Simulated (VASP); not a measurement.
# TiPt3 (Pm-3m) in VASP: single point with PBE

Aim: the single point of TiPt3 with PBE.

Program: VASP 6.6.1. These are calculated values, not measurements. Logs are shortened: lines on timing, memory, paths and dates and some standing lists are left out, and cuts for length are marked.

## Step 1: The cell of the first run

It takes space group Pm-3m (No. 221, cubic). The conventional cell has a = 3.948 Å, b = 3.948 Å, c = 3.948 Å, α = 90.00°, β = 90.00°, γ = 90.00°. Within 3.7 Å of Pt (site symmetry 4/mmm) lie 8 Pt at 2.79 Å and 4 Ti at 2.79 Å. Within 3.7 Å of Ti (site symmetry m-3m) lie 12 Pt at 2.79 Å.

## Step 2: Single point, PBE

Contents of INCAR:

```
ALGO = Normal
EDIFF = 1E-6
ENCUT = 500
GGA = PE
GGA_COMPAT = False
ISIF = 2
ISMEAR = 0
LASPH = True
LCHARG = False
LREAL = False
LWAVE = False
NBANDS = 29
NELM = 120
PREC = Accurate
SIGMA = 0.1
```

Contents of KPOINTS:

```
k-points
0
Gamma
  6 6 6
```

Contents of POSCAR:

```
TiPt3
1.0
    3.9476568973      0.0000000000      0.0000000000
    0.0000000000      3.9476568973      0.0000000000
    0.0000000000      0.0000000000      3.9476568973
Pt Ti
3 1
Direct
    0.0000000000      0.5000000000      0.5000000000
    0.5000000000      0.0000000000      0.5000000000
    0.5000000000      0.5000000000      0.0000000000
    0.0000000000      0.0000000000      0.0000000000
```

Potentials or basis: VASP PAW PBE potentials, release 64 (Pt, Ti_sv).

The run is started by

```
$ cat potpaw_PBE.64/Pt/POTCAR potpaw_PBE.64/Ti_sv/POTCAR > POTCAR
$ mpirun -np 1 vasp_std > vasp.out
```

OUTCAR:

```text
EDIFF = 1E-6
   ENCUT = 500
   GGA = PE
   ISIF = 2
   ISMEAR = 0
   LASPH = True
   LREAL = False
   NELM = 120
   PREC = Accurate

 ion  position               nearest neighbor table
   1  0.000  0.500  0.500-   2 2.79   3 2.79   4 2.79   3 2.79   4 2.79   2 2.79   4 2.79   4 2.79
                             2 2.79   3 2.79   3 2.79   2 2.79
   2  0.500  0.000  0.500-   1 2.79   3 2.79   4 2.79   3 2.79   4 2.79   1 2.79   3 2.79   3 2.79
                             1 2.79   4 2.79   4 2.79   1 2.79
   3  0.500  0.500  0.000-   1 2.79   2 2.79   4 2.79   1 2.79   2 2.79   2 2.79   4 2.79   2 2.79
                             1 2.79   4 2.79   1 2.79   4 2.79
   4  0.000  0.000  0.000-   1 2.79   2 2.79   3 2.79   1 2.79   2 2.79   1 2.79   3 2.79   1 2.79
                             2 2.79   3 2.79   2 2.79   3 2.79

  LATTYP: Found a simple cubic cell.
 ALAT       =     3.9476568973

  Lattice vectors:

 A1 = (   3.9476568973,   0.0000000000,   0.0000000000)
 A2 = (   0.0000000000,   3.9476568973,   0.0000000000)
 A3 = (   0.0000000000,   0.0000000000,   3.9476568973)

Analysis of symmetry for initial positions (statically):
=====================================================================
 Subroutine PRICEL returns:
 Original cell was already a primitive cell.

 Routine SETGRP: Setting up the symmetry group for a
 simple cubic supercell.

 Subroutine GETGRP returns: Found 48 space group operations
 (whereof 48 operations were pure point group operations)
 out of a pool of 48 trial point group operations.

The static configuration has the point symmetry O_h .

Analysis of symmetry for dynamics (positions and initial velocities):
=====================================================================
 Subroutine PRICEL returns:
 Original cell was already a primitive cell.

 Routine SETGRP: Setting up the symmetry group for a
 simple cubic supercell.

 Subroutine GETGRP returns: Found 48 space group operations
 (whereof 48 operations were pure point group operations)
 out of a pool of 48 trial point group operations.

The dynamic configuration has the point symmetry O_h .

 Subroutine INISYM returns: Found 48 space group operations
 (whereof 48 operations are pure point group operations),
 and found     1 'primitive' translations

[... 87 lines left out ...]
   ISPIN  =      1    spin polarized calculation?
   LNONCOLLINEAR =      F non collinear calculations
   LSORBIT =      F    spin-orbit coupling
   LASPH  =      T    aspherical Exc in radial PAW
   ENCUT  =  500.0 eV  36.75 Ry    6.06 a.u.   7.20  7.20  7.20*2*pi/ulx,y,z
   NELM   =    120;   NELMIN=  2; NELMDL= -5     # of ELM steps
   EDIFF  = 0.1E-05   stopping-criterion for ELM
   LREAL  =      F    real-space projection
   EDIFFG = 0.1E-04   stopping-criterion for IOM
   NSW    =      0    number of steps for IOM
   IBRION =     -1    ionic relax: 0-MD 1-quasi-New 2-CG
   NFREE  =      0    steps in history (QN), initial steepest desc. (CG)
   ISIF   =      2    stress and relaxation
   ISYM   =      2    0-nonsym 1-usesym 2-fastsym
   POTIM  = 0.5000    time-step for ionic-motion
   TEBEG  =    0.0;   TEEND  =   0.0 temperature during run
   PSTRESS=    0.0 pullay stress
   NELECT =      42.0000    total number of electrons
   NUPDOWN=      -1.0000    fix difference up-down
   EMIN   =  10.00;   EMAX   =-10.00  energy-range for DOS
   EFERMI =   0.00;   METHOD = LEGACY
   ISMEAR =     0;   SIGMA  =   0.10  broadening in eV -4-tet -1-fermi 0-gaus
   EFERMI_NEDOS =   21; number of points for ismear=-14 and -15
   IALGO  =     38    algorithm
   IMIX   =      4    mixing-type and parameters
     AMIX     =   0.40;   BMIX     =  1.00
     AMIX_MAG =   1.60;   BMIX_MAG =  1.00
  volume/ion in A,a.u.               =      15.38       103.79
  Fermi-wavevector in a.u.,A,eV,Ry     =   1.441513  2.724064 28.272354  2.077959
  Thomas-Fermi vector in A             =   2.560137
   LORBIT       =      0    0 simple, 1 ext, 2 COOP (PROOUT), +10 PAW based schemes
   GGA     = PE    functional components
   LHFCALC =     F    Hartree Fock is set to
   AEXX    =    0.0000 exact exchange contribution
   IVDW    =     0    specifies the selected vdW correction
   LEPSILON=     F    determine dielectric tensor
   LRPA    =     F    only Hartree local field effects (RPA)
 non-spin polarized calculation
 Gauss-broadening in eV      SIGMA  =   0.10
  energy-cutoff  :      500.00
  volume of cell :       61.52
 maximum number of plane-waves:      1596
 NGX is ok and might be reduce to    30
   NGX = 15   NGY = 15   NGZ = 15

 number of electron      42.0000003 magnetization

 Free energy of the ion-electron system (eV)
  ---------------------------------------------------
  ext. energy  EPLUGINS =         0.00000000
  ---------------------------------------------------
  free energy    TOTEN  =       -29.54980818 eV

  energy without entropy =      -29.54183950  energy(sigma->0) =      -29.54582384

 E-fermi :  11.2029     XC(G=0): -13.0600

 val. band max:       11.1883065040   @ k =   0.5000   0.0000   0.0000
 cond. band min:      11.2924428386   @ k =   0.5000   0.1667   0.1667
 fundamental gap:      0.1041363345
 Fermi energy:        11.2028675348

 k-point     1 :       0.0000    0.0000    0.0000
  band No.  band energies     occupation
      1     -47.0791      2.00000
      2     -23.2840      2.00000
      3     -23.2840      2.00000
      4     -23.2840      2.00000
      5       1.3337      2.00000
      6       4.1537      2.00000
[... 629 lines left out ...]
     28      12.6167      0.00000
     29      16.5099      0.00000

------------------------ aborting loop because EDIFF is reached ----------------------------------------

  FORCE on cell =-STRESS in cart. coord.  units (eV):
  Direction    XX          YY          ZZ          XY          YZ          ZX
  --------------------------------------------------------------------------------------
  -------------------------------------------------------------------------------------
  Total       -0.1282500     -0.1282500     -0.1282500     -0.0000000      0.0000000     -0.0000000
  in kB       -3.3400240     -3.3400240     -3.3400240     -0.0000000      0.0000000     -0.0000000
  external PRESSURE =      -3.3400240 kB  Pullay stress =       0.0000000 kB

 VOLUME and BASIS-vectors are now :
 -----------------------------------------------------------------------------
  energy-cutoff  :      500.00
  volume of cell :       61.52
      direct lattice vectors                 reciprocal lattice vectors
     3.947656897  0.000000000  0.000000000     0.253314821  0.000000000  0.000000000
     0.000000000  3.947656897  0.000000000     0.000000000  0.253314821  0.000000000
     0.000000000  0.000000000  3.947656897     0.000000000  0.000000000  0.253314821

 POSITION                                       TOTAL-FORCE (eV/Angst)
 -----------------------------------------------------------------------------------
      0.00000      1.97383      1.97383         0.000000      0.000000      0.000000
      1.97383      0.00000      1.97383         0.000000      0.000000      0.000000
      1.97383      1.97383      0.00000         0.000000      0.000000      0.000000
      0.00000      0.00000      0.00000         0.000000      0.000000      0.000000
 -----------------------------------------------------------------------------------
    total drift:                                0.000000      0.000000     -0.000000

  FREE ENERGIE OF THE ION-ELECTRON SYSTEM (eV)
  ---------------------------------------------------
  free  energy   TOTEN  =       -29.5498081832 eV

  energy  without entropy=      -29.5418394958  energy(sigma->0) =      -29.54582384
```

stdout:

```text
POSCAR found type information on POSCAR PtTi
 POSCAR found :  2 types and       4 ions
 scaLAPACK will be used
 LDA part: xc-table for (Slater+PW92), standard interpolation
 POSCAR, INCAR and KPOINTS ok, starting setup
 FFT: planning ... GRIDC
 FFT: planning ... GRID_SOFT
 FFT: planning ... GRID
 WAVECAR not read
 entering main loop
```

Wall time 64 s (1 thread of Intel Xeon 8259CL, shared host); peak memory 0.18 GiB.

Results:

- Free energy: -29.5498 eV
- Pressure: -0.3 GPa
- Band gap on the k mesh: zero (bands 21 and 22 overlap by 1.76 eV)

Levels at points of the mesh, in eV from the Fermi level:
```
           k point  band 17  band 18  band 19  band 20  band 21  band 22  band 23  band 24  band 25  band 26
(0.00, 0.00, 0.00)    -0.56    -0.02    -0.02    -0.02     1.27     1.27     1.58     1.58     1.58     1.86
(0.50, 0.00, 0.00)    -2.57    -2.57    -2.51    -1.35    -0.22    -0.22    -0.01     0.42     0.69     1.83
(0.50, 0.50, 0.00)    -2.99    -2.99    -2.33    -2.23    -2.17     0.17     0.17     0.33     1.37     1.37
(0.50, 0.50, 0.50)    -0.84    -0.63    -0.63    -0.63    -0.48    -0.48    -0.48     1.09     1.09     1.09
```

Caveat: spin-orbit coupling is left out, which moves the levels of the heavy elements.
